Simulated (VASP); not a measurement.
## BiB: single point with r2SCAN

The system is BiB.

```
CELL_PARAMETERS angstrom
0.00000 5.25367 5.25367
5.25367 0.00000 5.25367
5.25367 5.25367 0.00000
ATOMIC_POSITIONS crystal
B 0.01036 0.99712 0.00473
B 0.98702 0.01948 0.48568
B 0.99135 0.51774 0.00034
B 0.97810 0.50485 0.52418
B 0.48976 0.00145 0.00281
B 0.51481 0.96992 0.49718
B 0.47987 0.49580 0.01254
B 0.48877 0.47011 0.52332
Bi 0.24649 0.24977 0.25294
Bi 0.25165 0.24849 0.74897
Bi 0.25295 0.74795 0.24904
Bi 0.24693 0.75064 0.74754
Bi 0.75092 0.25284 0.24879
Bi 0.75012 0.25064 0.75025
Bi 0.75434 0.74708 0.25357
Bi 0.74970 0.75382 0.74626
```

```yaml
Program: VASP 6.6.1
Task: single point
Functional: r2SCAN
Potentials_or_basis: VASP PAW PBE potentials, release 64 (B, Bi_d)
Cutoff: 520 eV
k_mesh: 2 × 2 × 2
Occupations: fermi-dirac, width 0.069 eV
Spin: no spin polarisation
Dipole_correction: no
Further_INCAR_settings: LREAL = Auto; ALGO = Normal; EDIFF = 1e-06; NBANDS = 86
```

```yaml
Pressure: 2.8 GPa
Largest_force: 0.611 eV/Å
Band_gap_on_the_k_mesh: zero (bands 72 and 73 overlap by 1.54 eV)
```

Forces on the atoms (eV/Å):
```
B   -0.020 -0.123  0.232
B   -0.133  0.325  0.166
B   -0.001  0.114  0.063
B   -0.444  0.022  0.351
B   -0.185  0.084  0.264
B    0.295 -0.109  0.215
B   -0.198  0.047  0.210
B    0.060 -0.064  0.605
Bi  -0.023 -0.104 -0.169
Bi   0.080  0.016 -0.577
Bi   0.194 -0.038 -0.330
Bi  -0.072  0.163 -0.196
Bi  -0.120 -0.170 -0.217
Bi   0.325 -0.086 -0.396
Bi  -0.152  0.001 -0.097
Bi   0.394 -0.079 -0.125
```

Stress tensor (GPa, compression positive):
```
2.61 0.38 0.21
0.38 3.03 0.02
0.21 0.02 2.74
```

Levels at points of the mesh, in eV from the Fermi level:
| k point | band 70 | band 71 | band 72 | band 73 | band 74 | band 75 |
| --- | --- | --- | --- | --- | --- | --- |
| (0.00, 0.00, 0.00) | 0.94 | 0.98 | 1.04 | 1.06 | 1.11 | 1.13 |
| (0.50, 0.00, 0.00) | -0.59 | -0.55 | -0.54 | -0.49 | -0.39 | 0.00 |
| (0.00, 0.50, 0.00) | -0.62 | -0.54 | -0.52 | -0.45 | -0.44 | 0.04 |
| (0.00, 0.00, 0.50) | -0.61 | -0.58 | -0.52 | -0.50 | -0.46 | 0.15 |
| (0.50, 0.50, 0.50) | -0.61 | -0.58 | -0.55 | -0.51 | -0.42 | 0.12 |
| (0.50, 0.50, 0.00) | -0.40 | 0.03 | 0.11 | 0.32 | 0.40 | 1.17 |
| (0.00, 0.50, 0.50) | -0.41 | -0.01 | 0.16 | 0.33 | 0.44 | 1.15 |
| (0.50, 0.00, 0.50) | -0.31 | 0.10 | 0.15 | 0.30 | 0.44 | 1.26 |

Wall time 37 min on 1 thread of Oxide Virtual Turin-like Processor, on a shared host, peak memory 0.49 GiB.

Caveat: the k points lie up to 0.52 Å⁻¹ apart, too coarse for converged energies and pressures of a metal; the atoms stand as in a frame of molecular dynamics; the structure was generated, so it needn't be the stable form of BiB; the PAW data sets were made with another functional, which shifts forces and pressure a little; spin-orbit coupling is left out, which moves the levels of the heavy elements.
